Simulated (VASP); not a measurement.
MgV3: single point with PBE

Crystal: MgV3.

```xyz
4
Lattice="3.9031 0.0000 0.0000 0.0000 3.9031 0.0000 0.0000 0.0000 3.9031" Properties=species:S:1:pos:R:3 pbc="T T T"
V     0.0000    1.9515    1.9515
V     1.9515    0.0000    1.9515
V     1.9515    1.9515    0.0000
Mg    0.0000    0.0000    0.0000
```

```yaml
Program: VASP 6.6.1
Task: single point
Functional: PBE
Potentials_or_basis: VASP PAW PBE potentials, release 64 (V_sv, Mg)
Cutoff: 520 eV
k_mesh: 12 × 12 × 12
Occupations: gaussian, width 0.1 eV
Spin: collinear spin, ferromagnetic start
Starting_moments: "[3.5, 3.5, 3.5, 0.0] μB"
Dipole_correction: no
Further_INCAR_settings: ALGO = Fast; EDIFF = 1e-07; NBANDS = 32
```

```json
{"Pressure": "0.2 GPa", "Net moment": "1.15 μB per cell", "Site moments": "V +0.33; Mg -0.00 μB", "Valence electrons inside the program's atomic spheres": "V 11.50; Mg 0.51"}
```

Levels at points of the mesh, in eV from the Fermi level:
Spin up:
| k point | band 18 | band 19 | band 20 | band 21 | band 22 | band 23 | band 24 | band 25 |
| --- | --- | --- | --- | --- | --- | --- | --- | --- |
| (0.00, 0.00, 0.00) | -1.81 | -1.81 | 1.01 | 1.01 | 1.01 | 2.16 | 2.16 | 2.36 |
| (0.50, 0.00, 0.00) | -1.24 | -0.89 | -0.20 | -0.20 | 0.37 | 0.41 | 1.01 | 1.21 |
| (0.50, 0.50, 0.00) | -1.02 | -0.77 | -0.77 | -0.05 | -0.05 | 0.84 | 0.97 | 0.97 |
| (0.50, 0.50, 0.50) | -0.12 | -0.12 | -0.09 | -0.09 | -0.09 | 0.66 | 1.02 | 1.02 |
Spin down:
| k point | band 16 | band 17 | band 18 | band 19 | band 20 | band 21 | band 22 | band 23 | band 24 | band 25 |
| --- | --- | --- | --- | --- | --- | --- | --- | --- | --- | --- |
| (0.00, 0.00, 0.00) | -1.96 | -1.49 | -1.49 | -1.49 | 1.23 | 1.23 | 1.23 | 2.35 | 2.35 | 2.51 |
| (0.50, 0.00, 0.00) | -1.01 | -1.01 | -0.98 | -0.63 | 0.14 | 0.14 | 0.55 | 0.70 | 1.19 | 1.50 |
| (0.50, 0.50, 0.00) | -1.72 | -1.13 | -0.67 | -0.47 | -0.47 | 0.30 | 0.30 | 1.17 | 1.19 | 1.19 |
| (0.50, 0.50, 0.50) | -2.21 | -0.03 | -0.03 | -0.03 | 0.27 | 0.27 | 0.27 | 0.83 | 1.18 | 1.18 |

Wall time 2.6 min on 1 thread of Intel(R) Xeon(R) 6975P-C (Granite Rapids), with other jobs on the host, peak memory 0.34 GiB.
